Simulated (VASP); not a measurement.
Set up this calculation in VASP 6.6.1, as the native input.

* Task: single point
* Functional: r2SCAN
* Potentials or basis: VASP PAW PBE potentials, release 64 (Cd, Se)
* Cutoff: 520 eV
* k mesh: 8 × 8 × 8
* Occupations: gaussian, width 0.01 eV
* Spin: no spin polarisation
* Dipole correction: no
* Further INCAR settings: ALGO = Normal; EDIFF = 1e-07; NBANDS = 16

The system is CdSe.

```
Cd Se
1.0
     0.00000    3.19111    3.19111
     3.19111    0.00000    3.19111
     3.19111    3.19111    0.00000
Cd Se
1 1
Direct
  0.00000 0.00000 0.00000
  0.25000 0.25000 0.25000
```

This cell differs from its parent crystal: strain +4.0%.

These files were run (other wordings do the same):

POSCAR

```
CdSe
1.0
    0.0000000000      3.1911057595      3.1911057595
    3.1911057595      0.0000000000      3.1911057595
    3.1911057595      3.1911057595      0.0000000000
Cd Se
1 1
Direct
    0.0000000000      0.0000000000      0.0000000000
    0.2500000000      0.2500000000      0.2500000000
```

INCAR.step1

```
SYSTEM = CdSe
PREC     = Accurate       ! precision mode
ENCUT    = 520            ! plane-wave cutoff, eV
ISMEAR   = 0              ! smearing method
SIGMA    = 0.01           ! smearing width, eV
LREAL    = .False.        ! projectors in reciprocal space
LASPH    = .True.         ! aspherical terms in the spheres
NELM     = 80             ! most SCF steps
NBANDS   = 16             ! bands
GGA      = PE             ! functional
ALGO     = Normal         ! electronic algorithm
EDIFF    = 1E-4           ! SCF threshold, eV
LWAVE    = .True.         ! write WAVECAR
LCHARG   = .False.        ! write CHGCAR
```

INCAR.step2

```
SYSTEM = CdSe
PREC     = Accurate       ! precision mode
ENCUT    = 520            ! plane-wave cutoff, eV
EDIFF    = 1E-7           ! SCF threshold, eV
ISMEAR   = 0              ! smearing method
SIGMA    = 0.01           ! smearing width, eV
LREAL    = .False.        ! projectors in reciprocal space
LASPH    = .True.         ! aspherical terms in the spheres
NELM     = 80             ! most SCF steps
ALGO     = Normal         ! electronic algorithm
ISIF     = 2              ! what is computed and relaxed
LWAVE    = .False.        ! write WAVECAR
LCHARG   = .False.        ! write CHGCAR
METAGGA  = R2SCAN         ! meta-GGA
LMIXTAU  = .True.       
NBANDS   = 16             ! bands
ISTART   = 1
```

KPOINTS

```
Automatic mesh
0
Gamma
  8 8 8
  0 0 0
```

Potentials or basis: VASP PAW PBE potentials, release 64 (Cd, Se).

Command:

```bash
$ cat potpaw_PBE.64/Cd/POTCAR potpaw_PBE.64/Se/POTCAR > POTCAR
$ cp INCAR.step1 INCAR
$ mpirun -np 1 vasp_std > vasp.out
$ cp INCAR.step2 INCAR
$ mpirun -np 1 vasp_std > vasp.out
```

Results of the run:

```yaml
Pressure: -4.5 GPa
Band_gap_on_the_k_mesh: 0.76 eV, direct
```

Caveat: the cell differs from its parent crystal (strain +4.0%); the PAW data sets were made with another functional, which shifts forces and pressure a little.

Wall time 71 s on 1 thread of Intel(R) Xeon(R) 6975P-C (Granite Rapids) (shared host), peak memory 0.22 GiB.
